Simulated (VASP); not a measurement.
# Si (a cell with a defect) in VASP: notebook

Runs on Si (a cell with a defect). Level: LDA. Tasks: single point.

Everything below comes from runs of VASP 6.6.1. Logs are shortened: lines on timing, memory, paths and dates and some standing lists are left out, and cuts for length are marked.

## 1. The cell of the first run

The cell holds a defect, 17 atoms: a = 7.679 Å, b = 7.679 Å, c = 7.679 Å, α = 60.00°, β = 60.00°, γ = 60.00°.

## 2. Single point, LDA

File INCAR:

```
SYSTEM = Si
  PREC = Accurate
  ENCUT = 520
  EDIFF = 1E-7
  ISMEAR = -1
  SIGMA = 0.02
  LREAL = Auto
  LASPH = .True.
  NELM = 60
  ALGO = Normal
  ISIF = 2
  LWAVE = .False.
  LCHARG = .False.
  GGA = CA
  NBANDS = 48
```

File KPOINTS:

```
regular mesh
0
Gamma
  2 2 2
  0 0 0
```

File POSCAR:

```
Si
1.0
    0.0000000000      5.4300000000      5.4300000000
    5.4300000000      0.0000000000      5.4300000000
    5.4300000000      5.4300000000      0.0000000000
Si
17
Direct
   -0.0031391649     -0.0025250770      0.0029251456
    0.1227108707      0.1237005811      0.1308310889
   -0.0006025070      0.0006696598      0.5001115024
    0.1229209707      0.1235815773      0.6229601890
   -0.0036099547      0.5038223220      0.0033338758
    0.1262489590      0.6253162194      0.1243935382
   -0.0034054918      0.5036673559      0.4967557628
    0.1225624431      0.6314260329      0.6231741934
    0.5026363378     -0.0025639501      0.0030365783
    0.6243524214      0.1266176346      0.1245619167
    0.5027731812     -0.0026570254      0.4968980403
    0.6301072303      0.1235736283      0.6231571773
    0.4998089170      0.5003709814     -0.0000443824
    0.6239060664      0.6252916535      0.1245385992
    0.5026805853      0.5035957674      0.4969103657
    0.6240920769      0.6252171445      0.6263179832
    0.2493127587      0.2509658944      0.7500066257
```

Potentials or basis: VASP PAW LDA potentials, release 64 (Si).

Command:

```
cat potpaw_LDA.64/Si/POTCAR > POTCAR
mpirun -np 1 vasp_std > vasp.out
```

OUTCAR:

```text
SYSTEM = Si
   PREC = Accurate
   ENCUT = 520
   EDIFF = 1E-7
   ISMEAR = -1
   LREAL = Auto
   LASPH = .True.
   NELM = 60
   ISIF = 2
   GGA = CA

 ion  position               nearest neighbor table
   1  0.997  0.997  0.003-   6 2.33  10 2.34   4 2.38   2 2.38  17 2.75
   2  0.123  0.124  0.131-   3 2.32   9 2.38   1 2.38   5 2.38  17 2.39
   3  0.999  0.001  0.500-   8 2.32   2 2.32   4 2.32  12 2.32
   4  0.123  0.124  0.623-   3 2.32  11 2.38   1 2.38   7 2.38  17 2.39
   5  0.996  0.504  0.003-   6 2.34  14 2.34   2 2.38   8 2.38  17 2.75
   6  0.126  0.625  0.124-   1 2.33   7 2.34   5 2.34  13 2.34
   7  0.997  0.504  0.497-   6 2.34  16 2.34   4 2.38   8 2.38  17 2.75
   8  0.123  0.631  0.623-   3 2.32  15 2.38   7 2.38   5 2.38  17 2.39
   9  0.503  0.997  0.003-  14 2.33  10 2.34  12 2.38   2 2.38  17 2.75
  10  0.624  0.127  0.125-  11 2.33   9 2.34   1 2.34  13 2.34
  11  0.503  0.997  0.497-  16 2.33  10 2.33  12 2.38   4 2.38  17 2.75
  12  0.630  0.124  0.623-   3 2.32  11 2.38   9 2.38  15 2.38  17 2.39
  13  0.500  0.500  1.000-   6 2.34  14 2.34  16 2.34  10 2.34
  14  0.624  0.625  0.125-   9 2.33  15 2.34   5 2.34  13 2.34
  15  0.503  0.504  0.497-  14 2.34  16 2.34  12 2.38   8 2.38  17 2.75
  16  0.624  0.625  0.626-  11 2.33  15 2.34   7 2.34  13 2.34
  17  0.249  0.251  0.750-   8 2.39  12 2.39   4 2.39   2 2.39   1 2.75   7 2.75  15 2.75   5 2.75
                             9 2.75  11 2.75

  LATTYP: Found a face centered cubic cell.
 ALAT       =    10.8600000000

  Lattice vectors:

 A1 = (   0.0000000000,   5.4300000000,   5.4300000000)
 A2 = (   5.4300000000,   0.0000000000,   5.4300000000)
 A3 = (   5.4300000000,   5.4300000000,   0.0000000000)

Analysis of symmetry for initial positions (statically):
=====================================================================
 Subroutine PRICEL returns:
 Original cell was already a primitive cell.

 Routine SETGRP: Setting up the symmetry group for a
 face centered cubic supercell.

 Subroutine GETGRP returns: Found  1 space group operations
 (whereof  1 operations were pure point group operations)
 out of a pool of 48 trial point group operations.

The static configuration has the point symmetry C_1 .

Analysis of symmetry for dynamics (positions and initial velocities):
=====================================================================
 Subroutine PRICEL returns:
 Original cell was already a primitive cell.

 Routine SETGRP: Setting up the symmetry group for a
 face centered cubic supercell.

 Subroutine GETGRP returns: Found  1 space group operations
 (whereof  1 operations were pure point group operations)
 out of a pool of 48 trial point group operations.

The dynamic configuration has the point symmetry C_1 .

 Subroutine INISYM returns: Found  1 space group operations
 (whereof  1 operations are pure point group operations),
 and found     1 'primitive' translations

----------------------------------------------------------------------------------------

                                     Primitive cell

  volume of cell :     320.2060

  direct lattice vectors                    reciprocal lattice vectors
     0.000000000  5.430000000  5.430000000    -0.092081031  0.092081031  0.092081031
     5.430000000  0.000000000  5.430000000     0.092081031 -0.092081031  0.092081031
     5.430000000  5.430000000  0.000000000     0.092081031  0.092081031 -0.092081031

  length of vectors
     7.679179644  7.679179644  7.679179644     0.159489025  0.159489025  0.159489025

  position of ions in fractional coordinates (direct lattice)
     0.996860835  0.997474923  0.002925146
     0.122710871  0.123700581  0.130831089
     0.999397493  0.000669660  0.500111502
     0.122920971  0.123581577  0.622960189
     0.996390045  0.503822322  0.003333876
     0.126248959  0.625316219  0.124393538
[... 9 lines left out ...]
     0.624092077  0.625217144  0.626317983
     0.249312759  0.250965894  0.750006626

  ion indices of the primitive-cell ions
   primitive index   ion index
                 1           1
                 2           2
                 3           3
                 4           4
                 5           5
                 6           6
[... 9 lines left out ...]
                16          16
                17          17

----------------------------------------------------------------------------------------

 KPOINTS: regular mesh

Automatic generation of k-mesh.
 Grid dimensions read from file:
 generate k-points for:    2    2    2

 Generating k-lattice:

  Cartesian coordinates                     Fractional coordinates (reciprocal lattice)
    -0.046040516  0.046040516  0.046040516     0.500000000  0.000000000  0.000000000
     0.046040516 -0.046040516  0.046040516     0.000000000  0.500000000  0.000000000
     0.046040516  0.046040516 -0.046040516     0.000000000  0.000000000  0.500000000

  Length of vectors
     0.079744512  0.079744512  0.079744512

  Shift w.r.t. Gamma in fractional coordinates (k-lattice)
     0.000000000  0.000000000  0.000000000

 Subroutine IBZKPT returns following result:
 ===========================================

 Found      8 irreducible k-points:

 Following reciprocal coordinates:
            Coordinates               Weight
  0.000000  0.000000  0.000000      1.000000
  0.500000  0.000000  0.000000      1.000000
  0.000000  0.500000  0.000000      1.000000
  0.000000  0.000000  0.500000      1.000000
  0.500000  0.500000  0.500000      1.000000
  0.500000  0.500000  0.000000      1.000000
  0.000000  0.500000  0.500000      1.000000
  0.500000  0.000000  0.500000      1.000000
   k-points           NKPTS =      8   k-points in BZ     NKDIM =      8   number of bands    NBANDS=     48
   number of dos      NEDOS =    301   number of ions     NIONS =     17
   total plane-waves  NPLWV = 216000
   dimension x,y,z NGX =    60 NGY =   60 NGZ =   60
   dimension x,y,z NGXF=   120 NGYF=  120 NGZF=  120
   ions per type =              17
   NGX,Y,Z   is equivalent  to a cutoff of  12.99, 12.99, 12.99 a.u.
   NGXF,Y,Z  is equivalent  to a cutoff of  25.98, 25.98, 25.98 a.u.
 SYSTEM =  Si
   PREC   = accura    normal or accurate (medium, high low for compatibility)
   ISTART =      0    job   : 0-new  1-cont  2-samecut
   ICHARG =      2    charge: 1-file 2-atom 10-const
   ISPIN  =      1    spin polarized calculation?
   LNONCOLLINEAR =      F non collinear calculations
   LSORBIT =      F    spin-orbit coupling
   LASPH  =      T    aspherical Exc in radial PAW
   ENCUT  =  520.0 eV  38.22 Ry    6.18 a.u.  14.28 14.28 14.28*2*pi/ulx,y,z
   NELM   =     60;   NELMIN=  2; NELMDL= -5     # of ELM steps
   EDIFF  = 0.1E-06   stopping-criterion for ELM
   LREAL  =      T    real-space projection
   EDIFFG = 0.1E-05   stopping-criterion for IOM
   NSW    =      0    number of steps for IOM
   IBRION =     -1    ionic relax: 0-MD 1-quasi-New 2-CG
   NFREE  =      0    steps in history (QN), initial steepest desc. (CG)
   ISIF   =      2    stress and relaxation
   ISYM   =      2    0-nonsym 1-usesym 2-fastsym
   POTIM  = 0.5000    time-step for ionic-motion
   TEBEG  =    0.0;   TEEND  =   0.0 temperature during run
   PSTRESS=    0.0 pullay stress
   NELECT =      68.0000    total number of electrons
   NUPDOWN=      -1.0000    fix difference up-down
   EMIN   =  10.00;   EMAX   =-10.00  energy-range for DOS
   EFERMI =   0.00;   METHOD = LEGACY
   ISMEAR =    -1;   SIGMA  =   0.02  broadening in eV -4-tet -1-fermi 0-gaus
   EFERMI_NEDOS =   21; number of points for ismear=-14 and -15
   IALGO  =     38    algorithm
   IMIX   =      4    mixing-type and parameters
     AMIX     =   0.40;   BMIX     =  1.00
     AMIX_MAG =   1.60;   BMIX_MAG =  1.00
  volume/ion in A,a.u.               =      18.84       127.11
  Fermi-wavevector in a.u.,A,eV,Ry     =   0.976715  1.845724 12.979587  0.953973
  Thomas-Fermi vector in A             =   2.107356
   LORBIT       =      0    0 simple, 1 ext, 2 COOP (PROOUT), +10 PAW based schemes
   GGA     = CA    functional components
   LHFCALC =     F    Hartree Fock is set to
   AEXX    =    0.0000 exact exchange contribution
   IVDW    =     0    specifies the selected vdW correction
   LEPSILON=     F    determine dielectric tensor
   LRPA    =     F    only Hartree local field effects (RPA)
 non-spin polarized calculation
  energy-cutoff  :      520.00
  volume of cell :      320.21
 maximum number of plane-waves:      8646
 NGX is ok and might be reduce to    60
   NGX = 29   NGY = 29   NGZ = 29

 number of electron      68.0000001 magnetization

 Free energy of the ion-electron system (eV)
  ---------------------------------------------------
  ext. energy  EPLUGINS =         0.00000000
  ---------------------------------------------------
  free energy    TOTEN  =       -97.55824003 eV

  energy without entropy =      -97.54712144  energy(sigma->0) =      -97.55268073

 E-fermi :   6.7901     XC(G=0):  -9.8491

 val. band max:        6.5701996590   @ k =   0.0000   0.0000   0.0000
 cond. band min:       6.8065231395   @ k =   0.0000   0.5000   0.5000
 fundamental gap:      0.2363234805
 Fermi energy:         6.7901213240

 k-point     1 :       0.0000    0.0000    0.0000
  band No.  band energies     occupation
      1      -6.3641      2.00000
      2      -3.8200      2.00000
      3      -3.6725      2.00000
      4      -3.6716      2.00000
      5      -3.6713      2.00000
      6      -2.8406      2.00000
[... 38 lines left out ...]
     45       8.0069      0.00000
     46       8.9679      0.00000

 k-point     2 :       0.5000    0.0000    0.0000
  band No.  band energies     occupation
      1      -5.9652      2.00000
      2      -4.9977      2.00000
      3      -3.6142      2.00000
      4      -3.4746      2.00000
      5      -3.4732      2.00000
      6      -2.9918      2.00000
[... 286 lines left out ...]
 k-point     8 :       0.5000    0.0000    0.5000
  band No.  band energies     occupation
      1      -5.8330      2.00000
      2      -4.7650      2.00000
      3      -4.0352      2.00000
      4      -3.9244      2.00000
      5      -3.9240      2.00000
      6      -3.6661      2.00000
[... 38 lines left out ...]
     45      10.0175      0.00000
     46      10.0187      0.00000
 [bands above 46 left out]

------------------------ aborting loop because EDIFF is reached ----------------------------------------

  FORCE on cell =-STRESS in cart. coord.  units (eV):
  Direction    XX          YY          ZZ          XY          YZ          ZX
  --------------------------------------------------------------------------------------
  -------------------------------------------------------------------------------------
  Total        3.4766980      3.4840568      3.4863194     -0.0179128     -0.0310318      0.0243139
  in kB       17.3959465     17.4327669     17.4440882     -0.0896282     -0.1552702      0.1216565
  external PRESSURE =      17.4242672 kB  Pullay stress =       0.0000000 kB

 VOLUME and BASIS-vectors are now :
 -----------------------------------------------------------------------------
  energy-cutoff  :      520.00
  volume of cell :      320.21
      direct lattice vectors                 reciprocal lattice vectors
     0.000000000  5.430000000  5.430000000    -0.092081031  0.092081031  0.092081031
     5.430000000  0.000000000  5.430000000     0.092081031 -0.092081031  0.092081031
     5.430000000  5.430000000  0.000000000     0.092081031  0.092081031 -0.092081031

 POSITION                                       TOTAL-FORCE (eV/Angst)
 -----------------------------------------------------------------------------------
      5.43217      5.42884     10.82924         0.011528     -0.009509      0.002398
      1.38211      1.37673      1.33801         0.011057      0.003652     -0.005451
      2.71924      8.14233      5.43036        -0.002918      0.001316      0.001212
      4.05372      4.05013      1.33851        -0.004562     -0.013316     -0.008178
      2.75386      5.42850      8.14615        -0.006236     -0.004594     -0.000125
      4.07092      1.36099      4.08100        -0.012562      0.006658     -0.011723
[... 9 lines left out ...]
      6.79584      6.78973      6.78375        -0.012697      0.015615     -0.009908
      5.43528      5.42630      2.71651        -0.000859      0.002746     -0.005247
 -----------------------------------------------------------------------------------
    total drift:                               -0.003808      0.004018     -0.002251

  FREE ENERGIE OF THE ION-ELECTRON SYSTEM (eV)
  ---------------------------------------------------
  free  energy   TOTEN  =       -97.5582400338 eV

  energy  without entropy=      -97.5471214359  energy(sigma->0) =      -97.55268073
```

It took 1.7 min on 1 thread of Intel Xeon 6975P-C (Granite Rapids), shared host; peak memory 0.37 GiB.

Results:

```
Free energy            : -97.5582 eV
Pressure               : 1.7 GPa
Largest force          : 0.022 eV/Å
Band gap on the k mesh : zero (band 34 reaches 6.81 eV, above the bottom of band 35 at 6.57 eV)
```

Forces on the atoms (eV/Å):
```
Si   0.012 -0.010  0.002
Si   0.011  0.004 -0.005
Si  -0.003  0.001  0.001
Si  -0.005 -0.013 -0.008
Si  -0.006 -0.005  0.000
Si  -0.013  0.007 -0.012
Si   0.008  0.005 -0.001
Si   0.011 -0.010  0.009
Si   0.011 -0.005  0.007
Si   0.002 -0.007  0.012
Si   0.008 -0.007  0.005
Si  -0.009  0.011  0.016
Si  -0.004  0.003 -0.001
Si  -0.017  0.012 -0.006
Si   0.007 -0.003 -0.003
Si  -0.013  0.016 -0.010
Si  -0.001  0.003 -0.005
```

Caveat: the k points lie up to 0.50 Å⁻¹ apart.

## 3. Single point, LDA

File INCAR:

```
SYSTEM = Si
PREC = Accurate ; ENCUT = 520
EDIFF = 1E-6 ; ISMEAR = -1
SIGMA = 0.02 ; LREAL = Auto
LASPH = .TRUE. ; NELM = 80
ALGO = Normal ; ISIF = 2
LWAVE = .FALSE. ; LCHARG = .FALSE.
NBANDS = 48
```

File KPOINTS:

```
regular mesh
0
G
  2 2 2
  0 0 0
```

File POSCAR:

```
Si
1.0
    0.0000000000      5.4300000000      5.4300000000
    5.4300000000      0.0000000000      5.4300000000
    5.4300000000      5.4300000000      0.0000000000
Si
17
Direct
    0.0005991294      0.0007676139     -0.0002217830
    0.1249902348      0.1250448967      0.1246532151
    0.0003092613      0.0003659787      0.4983928450
    0.1219961949      0.1220544252      0.6275856498
    0.0002385737      0.4986998621     -0.0002414038
    0.1215349144      0.6284446623      0.1212486430
   -0.0059363397      0.5021265145      0.5013543210
    0.1218977177      0.6280261747      0.6275871756
    0.4986584461      0.0003269158     -0.0002092396
    0.6282933571      0.1216847329      0.1213387858
    0.5020615665     -0.0058896590      0.5014369281
    0.6280028837      0.1219205935      0.6276259326
    0.5016694226      0.5018191224     -0.0060976839
    0.6279044486      0.6279659399      0.1216112805
    0.5017416061      0.5017468040      0.5015362057
    0.6247983423      0.6248422864      0.6246674716
    0.3748090405      0.3748940860      0.3743390064
```

Potentials or basis: VASP PAW LDA potentials, release 64 (Si).

Command:

```
cat potpaw_LDA.64/Si/POTCAR > POTCAR
mpirun -np 1 vasp_std > vasp.out
```

It took 2 min on 1 thread of Intel Xeon 6975P-C (Granite Rapids), shared host; peak memory 0.37 GiB.

Results (log left out):

| Property | Result |
| --- | --- |
| Free energy | -97.5583 eV |
| Pressure | 1.8 GPa |
| Largest force | 0.023 eV/Å |
| Band gap on the k mesh | zero (band 34 reaches 6.81 eV, above the bottom of band 35 at 6.57 eV) |

Forces in eV/Å, atoms in the order of the input:
```
Si   0.007  0.009 -0.004
Si   0.003  0.003  0.000
Si  -0.006 -0.004  0.020
Si  -0.011 -0.011  0.001
Si   0.005  0.022 -0.006
Si  -0.009  0.011 -0.004
Si   0.005 -0.010 -0.008
Si  -0.005 -0.010  0.001
Si   0.021  0.006 -0.007
Si   0.009 -0.010 -0.005
Si  -0.010  0.004 -0.008
Si  -0.008 -0.006  0.000
Si  -0.012 -0.013  0.012
Si  -0.006 -0.008 -0.004
Si   0.008  0.008  0.010
Si   0.001  0.001  0.003
Si   0.007  0.007 -0.002
```

Levels at points of the mesh, in eV from the Fermi level:
| k point | band 32 | band 33 | band 34 | band 35 | band 36 | band 37 |
| --- | --- | --- | --- | --- | --- | --- |
| (0.00, 0.00, 0.00) | -0.76 | -0.76 | -0.22 | -0.22 | -0.22 | 0.06 |
| (0.50, 0.00, 0.00) | -1.36 | -1.36 | -0.34 | 0.54 | 0.54 | 0.88 |
| (0.00, 0.50, 0.00) | -1.36 | -1.36 | -0.34 | 0.54 | 0.54 | 0.88 |
| (0.00, 0.00, 0.50) | -1.36 | -1.36 | -0.34 | 0.54 | 0.54 | 0.88 |
| (0.50, 0.50, 0.50) | -1.36 | -1.36 | -0.34 | 0.54 | 0.54 | 0.88 |
| (0.50, 0.50, 0.00) | -1.81 | -0.97 | 0.02 | 0.72 | 1.03 | 1.03 |
| (0.00, 0.50, 0.50) | -1.81 | -0.97 | 0.02 | 0.72 | 1.03 | 1.03 |
| (0.50, 0.00, 0.50) | -1.81 | -0.97 | 0.02 | 0.72 | 1.03 | 1.03 |

Caveat: the k points lie up to 0.50 Å⁻¹ apart.
